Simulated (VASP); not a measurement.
# Be (P4_2/mnm) in VASP: single point with r2SCAN

Aim: the single point of Be with r2SCAN.

Everything below comes from runs of VASP 6.6.1. Logs are shortened: lines on timing, memory, paths and dates and some standing lists are left out, and cuts for length are marked.

## (1) The cell of the first run

It takes space group P4_2/mnm (No. 136, tetragonal). The conventional cell has a = 3.758 Å, b = 3.758 Å, c = 2.268 Å, α = 90.00°, β = 90.00°, γ = 90.00°. Be (site symmetry m2m) has 13 Be at 2.15 to 2.71 Å within 2.8 Å.

## (2) Single point, r2SCAN

File POSCAR:

```
Be
1.0
    3.7583200029      0.0000000000      0.0000000000
    0.0000000000      3.7583200029      0.0000000000
    0.0000000000      0.0000000000      2.2683649964
Be
4
Direct
    0.2976319286      0.2976319286      0.0000000000
    0.7023680714      0.7023680714      0.0000000000
    0.2023680714      0.7976319286      0.5000000000
    0.7976319286      0.2023680714      0.5000000000
```

File INCAR.step1:

```
SYSTEM = Be
PREC = Accurate
ENCUT = 520
ISMEAR = 0
SIGMA = 0.1
LREAL = .FALSE.
LASPH = .TRUE.
NELM = 100
NBANDS = 12
GGA = PE
ALGO = Normal
EDIFF = 1E-4
LWAVE = .TRUE.
LCHARG = .FALSE.
```

File INCAR.step2:

```
SYSTEM = Be
PREC = Accurate
ENCUT = 520
EDIFF = 1E-6
ISMEAR = 0
SIGMA = 0.1
LREAL = .FALSE.
LASPH = .TRUE.
NELM = 100
ALGO = Normal
ISIF = 2
LWAVE = .FALSE.
LCHARG = .TRUE.
METAGGA = R2SCAN
LMIXTAU = .TRUE.
LELF = .TRUE.
LVHAR = .TRUE.
NBANDS = 12
ISTART = 1
```

File KPOINTS:

```
Automatic mesh
0
G
  12 12 18
  0 0 0
```

Potentials or basis: VASP PAW PBE potentials, release 64 (Be).

On the command line:

```sh
> cat potpaw_PBE.64/Be/POTCAR > POTCAR
> cp INCAR.step1 INCAR
> mpirun -np 1 vasp_std > vasp.out
> cp INCAR.step2 INCAR
> mpirun -np 1 vasp_std > vasp.out
```

OUTCAR:

```text
SYSTEM = Be
   PREC = Accurate
   ENCUT = 520
   EDIFF = 1E-6
   ISMEAR = 0
   LREAL = .FALSE.
   LASPH = .TRUE.
   NELM = 100
   ISIF = 2
   METAGGA = R2SCAN
   ISTART = 1

 ion  position               nearest neighbor table
   1  0.298  0.298  0.000-   2 2.15   3 2.22   4 2.22   3 2.22   4 2.22   3 2.22   3 2.22   4 2.22
                             4 2.22
   2  0.702  0.702  0.000-   1 2.15   3 2.22   4 2.22   3 2.22   4 2.22   4 2.22   4 2.22   3 2.22
                             3 2.22
   3  0.202  0.798  0.500-   4 2.15   2 2.22   1 2.22   1 2.22   2 2.22   1 2.22   1 2.22   2 2.22
                             2 2.22
   4  0.798  0.202  0.500-   3 2.15   2 2.22   1 2.22   1 2.22   2 2.22   2 2.22   2 2.22   1 2.22
                             1 2.22

  LATTYP: Found a simple tetragonal cell.
 ALAT       =     3.7583200029
 C/A-ratio  =     0.6035582374

  Lattice vectors:

 A1 = (   3.7583200029,   0.0000000000,   0.0000000000)
 A2 = (   0.0000000000,   3.7583200029,   0.0000000000)
 A3 = (   0.0000000000,   0.0000000000,   2.2683649964)

Analysis of symmetry for initial positions (statically):
=====================================================================
 Subroutine PRICEL returns:
 Original cell was already a primitive cell.

 Routine SETGRP: Setting up the symmetry group for a
 simple tetragonal supercell.

 Subroutine GETGRP returns: Found 16 space group operations
 (whereof  8 operations were pure point group operations)
 out of a pool of 16 trial point group operations.

The static configuration has the point symmetry D_2h.
 The point group associated with its full space group is D_4h.

Analysis of symmetry for dynamics (positions and initial velocities):
=====================================================================
 Subroutine PRICEL returns:
 Original cell was already a primitive cell.

 Routine SETGRP: Setting up the symmetry group for a
 simple tetragonal supercell.

 Subroutine GETGRP returns: Found 16 space group operations
 (whereof  8 operations were pure point group operations)
 out of a pool of 16 trial point group operations.

The dynamic configuration has the point symmetry D_2h.
 The point group associated with its full space group is D_4h.

 Subroutine INISYM returns: Found 16 space group operations
 (whereof  8 operations are pure point group operations),
 and found     1 'primitive' translations

----------------------------------------------------------------------------------------

                                     Primitive cell

  volume of cell :      32.0406

  direct lattice vectors                    reciprocal lattice vectors
     3.758320003  0.000000000  0.000000000     0.266076332  0.000000000  0.000000000
     0.000000000  3.758320003  0.000000000     0.000000000  0.266076332  0.000000000
     0.000000000  0.000000000  2.268364996     0.000000000  0.000000000  0.440846161

  length of vectors
     3.758320003  3.758320003  2.268364996     0.266076332  0.266076332  0.440846161

  position of ions in fractional coordinates (direct lattice)
     0.297631929  0.297631929  0.000000000
     0.702368071  0.702368071  0.000000000
     0.202368071  0.797631929  0.500000000
     0.797631929  0.202368071  0.500000000

  ion indices of the primitive-cell ions
   primitive index   ion index
                 1           1
                 2           2
                 3           3
                 4           4

----------------------------------------------------------------------------------------

 KPOINTS: Automatic mesh

Automatic generation of k-mesh.
 Grid dimensions read from file:
 generate k-points for:   12   12   18

 Generating k-lattice:

  Cartesian coordinates                     Fractional coordinates (reciprocal lattice)
     0.022173028  0.000000000  0.000000000     0.083333333  0.000000000  0.000000000
     0.000000000  0.022173028  0.000000000     0.000000000  0.083333333  0.000000000
     0.000000000  0.000000000  0.024491453     0.000000000  0.000000000  0.055555556

  Length of vectors
     0.022173028  0.022173028  0.024491453

  Shift w.r.t. Gamma in fractional coordinates (k-lattice)
     0.000000000  0.000000000  0.000000000

 Subroutine IBZKPT returns following result:
 ===========================================

 Found    280 irreducible k-points:

 Following reciprocal coordinates:
            Coordinates               Weight
  0.000000  0.000000  0.000000      1.000000
  0.083333  0.000000  0.000000      4.000000
  0.166667  0.000000  0.000000      4.000000
  0.250000  0.000000  0.000000      4.000000
  0.333333  0.000000  0.000000      4.000000
  0.416667  0.000000  0.000000      4.000000
[... 16 lines left out ...]
  0.333333  0.333333  0.000000      4.000000
  0.416667  0.333333  0.000000      8.000000
 [... further k-points ...]
   k-points           NKPTS =    280   k-points in BZ     NKDIM =    280   number of bands    NBANDS=     12
   number of dos      NEDOS =    301   number of ions     NIONS =      4
   total plane-waves  NPLWV =  14112
   dimension x,y,z NGX =    28 NGY =   28 NGZ =   18
   dimension x,y,z NGXF=    56 NGYF=   56 NGZF=   36
   ions per type =               4
   NGX,Y,Z   is equivalent  to a cutoff of  12.39, 12.39, 13.19 a.u.
   NGXF,Y,Z  is equivalent  to a cutoff of  24.77, 24.77, 26.38 a.u.
 SYSTEM =  Be
   PREC   = accura    normal or accurate (medium, high low for compatibility)
   ISTART =      1    job   : 0-new  1-cont  2-samecut
   ICHARG =      0    charge: 1-file 2-atom 10-const
   ISPIN  =      1    spin polarized calculation?
   LNONCOLLINEAR =      F non collinear calculations
   LSORBIT =      F    spin-orbit coupling
   LASPH  =      T    aspherical Exc in radial PAW
   ENCUT  =  520.0 eV  38.22 Ry    6.18 a.u.   6.99  6.99  4.22*2*pi/ulx,y,z
   NELM   =    100;   NELMIN=  2; NELMDL=  0     # of ELM steps
   EDIFF  = 0.1E-05   stopping-criterion for ELM
   LREAL  =      F    real-space projection
   EDIFFG = 0.1E-04   stopping-criterion for IOM
   NSW    =      0    number of steps for IOM
   IBRION =     -1    ionic relax: 0-MD 1-quasi-New 2-CG
   NFREE  =      0    steps in history (QN), initial steepest desc. (CG)
   ISIF   =      2    stress and relaxation
   ISYM   =      2    0-nonsym 1-usesym 2-fastsym
   POTIM  = 0.5000    time-step for ionic-motion
   TEBEG  =    0.0;   TEEND  =   0.0 temperature during run
   PSTRESS=    0.0 pullay stress
   NELECT =       8.0000    total number of electrons
   NUPDOWN=      -1.0000    fix difference up-down
   EMIN   =  10.00;   EMAX   =-10.00  energy-range for DOS
   EFERMI =   0.00;   METHOD = LEGACY
   ISMEAR =     0;   SIGMA  =   0.10  broadening in eV -4-tet -1-fermi 0-gaus
   EFERMI_NEDOS =   21; number of points for ismear=-14 and -15
   IALGO  =     38    algorithm
   IMIX   =      4    mixing-type and parameters
     AMIX     =   0.40;   BMIX     =  1.00
     AMIX_MAG =   1.60;   BMIX_MAG =  1.00
  volume/ion in A,a.u.               =       8.01        54.06
  Fermi-wavevector in a.u.,A,eV,Ry     =   1.030872  1.948065 14.458867  1.062697
  Thomas-Fermi vector in A             =   2.164992
   LORBIT       =      0    0 simple, 1 ext, 2 COOP (PROOUT), +10 PAW based schemes
   METAGGA = R2SCAN    functional components
   LHFCALC =     F    Hartree Fock is set to
   AEXX    =    0.0000 exact exchange contribution
   IVDW    =     0    specifies the selected vdW correction
   LEPSILON=     F    determine dielectric tensor
   LRPA    =     F    only Hartree local field effects (RPA)
 non-spin polarized calculation
 Gauss-broadening in eV      SIGMA  =   0.10
  energy-cutoff  :      520.00
  volume of cell :       32.04
 maximum number of plane-waves:       876
 NGX is ok and might be reduce to    28
   NGX = 13   NGY = 13   NGZ =  9

 number of electron       8.0000000 magnetization

 Free energy of the ion-electron system (eV)
  ---------------------------------------------------
  ext. energy  EPLUGINS =         0.00000000
  ---------------------------------------------------
  free energy    TOTEN  =       -17.14963778 eV

  energy without entropy =      -17.14749575  energy(sigma->0) =      -17.14856677

 E-fermi :   6.8603     XC(G=0): -11.2172

 val. band max:        6.8458485198   @ k =   0.1667   0.0833   0.2222
 cond. band min:       6.8639349178   @ k =   0.0833   0.0000   0.2778
 fundamental gap:      0.0180863980
 Fermi energy:         6.8602862394

 k-point     1 :       0.0000    0.0000    0.0000
  band No.  band energies     occupation
      1      -5.1449      2.00000
      2       1.5316      2.00000
      3       2.1198      2.00000
      4       5.6865      2.00000
      5       5.6865      2.00000
      6      11.9827      0.00000
      7      11.9827      0.00000
      8      14.4571      0.00000
      9      17.1782      0.00000
     10      17.8337      0.00000
     11      24.5417      0.00000
     12      24.5417      0.00000

 k-point     2 :       0.0833    0.0000    0.0000
  band No.  band energies     occupation
      1      -5.0860      2.00000
      2       1.2941      2.00000
      3       1.9977      2.00000
      4       5.6738      2.00000
      5       6.1711      2.00000
      6      11.2854      0.00000
      7      11.8876      0.00000
      8      15.3113      0.00000
      9      17.2488      0.00000
     10      18.1424      0.00000
     11      24.2167      0.00000
     12      24.6015      0.00000
[... 301 lines left out ...]
 k-point    23 :       0.3333    0.3333    0.0000
  band No.  band energies     occupation
      1      -3.2518      2.00000
      2      -0.4832      2.00000
      3      -0.4003      2.00000
      4       2.3922      2.00000
      5      11.9123      0.00000
      6      12.8768      0.00000
      7      14.1217      0.00000
      8      18.3484      0.00000
      9      19.4028      0.00000
     10      20.3190      0.00000
     11      22.2224      0.00000
     12      22.8599      0.00000

 k-point    24 :       0.4167    0.3333    0.0000
  band No.  band energies     occupation
      1      -2.7185      2.00000
      2      -1.3081      2.00000
      3       0.1021      2.00000
      4       1.5277      2.00000
      5      12.7505      0.00000
      6      13.5152      0.00000
      7      15.0801      0.00000
      8      18.4795      0.00000
      9      19.6122      0.00000
     10      20.0101      0.00000
     11      21.5437      0.00000
     12      22.4410      0.00000

 [... further k-points ...]

------------------------ aborting loop because EDIFF is reached ----------------------------------------

  FORCE on cell =-STRESS in cart. coord.  units (eV):
  Direction    XX          YY          ZZ          XY          YZ          ZX
  --------------------------------------------------------------------------------------
  -------------------------------------------------------------------------------------
  Total        0.0413154      0.0413154      0.0429538      0.0000000      0.0000000      0.0000000
  in kB        2.0659632      2.0659632      2.1478889      0.0000000      0.0000000      0.0000000
  external PRESSURE =       2.0932718 kB  Pullay stress =       0.0000000 kB

 VOLUME and BASIS-vectors are now :
 -----------------------------------------------------------------------------
  energy-cutoff  :      520.00
  volume of cell :       32.04
      direct lattice vectors                 reciprocal lattice vectors
     3.758320003  0.000000000  0.000000000     0.266076332  0.000000000  0.000000000
     0.000000000  3.758320003  0.000000000     0.000000000  0.266076332  0.000000000
     0.000000000  0.000000000  2.268364996     0.000000000  0.000000000  0.440846161

 POSITION                                       TOTAL-FORCE (eV/Angst)
 -----------------------------------------------------------------------------------
      1.11860      1.11860      0.00000        -0.000824     -0.000824      0.000000
      2.63972      2.63972      0.00000         0.000824      0.000824     -0.000000
      0.76056      2.99776      1.13418         0.000824     -0.000824     -0.000000
      2.99776      0.76056      1.13418        -0.000824      0.000824     -0.000000
 -----------------------------------------------------------------------------------
    total drift:                               -0.000000     -0.000000     -0.000000

  FREE ENERGIE OF THE ION-ELECTRON SYSTEM (eV)
  ---------------------------------------------------
  free  energy   TOTEN  =       -17.1496377828 eV

  energy  without entropy=      -17.1474957502  energy(sigma->0) =      -17.14856677
```

Run time: 2.8 min. Hardware: 1 thread of AMD EPYC 9R14 (Zen 4), shared host; peak memory 0.17 GiB.

Results:

* Free energy: -17.1496 eV
* Pressure: 0.2 GPa
* Band gap on the k mesh: zero (band 4 reaches 7.97 eV, above the bottom of band 5 at 5.69 eV)

Levels at points of the mesh, in eV from the Fermi level:
```
           k point  band 1  band 2  band 3  band 4  band 5  band 6  band 7  band 8  band 9
(0.00, 0.00, 0.00)  -12.01   -5.33   -4.74   -1.17   -1.17    5.12    5.12    7.60   10.32
(0.50, 0.00, 0.00)   -9.89   -9.89   -2.86   -2.86    1.48    1.48    9.54    9.54   12.80
(0.50, 0.50, 0.00)   -7.75   -7.75   -7.72   -7.72    8.91    8.91    9.82    9.82   12.75
(0.00, 0.00, 0.50)   -6.17   -6.17    1.11    1.11    1.99    1.99    2.81    2.81    8.03
(0.50, 0.00, 0.50)   -4.73   -4.73   -3.57   -3.57    4.05    4.05    5.34    5.34    7.55
(0.50, 0.50, 0.50)   -3.95   -3.95   -3.57   -3.57    1.84    1.84    1.87    1.87   13.46
```

Caveat: the PAW data sets were made with another functional, which shifts forces and pressure a little.
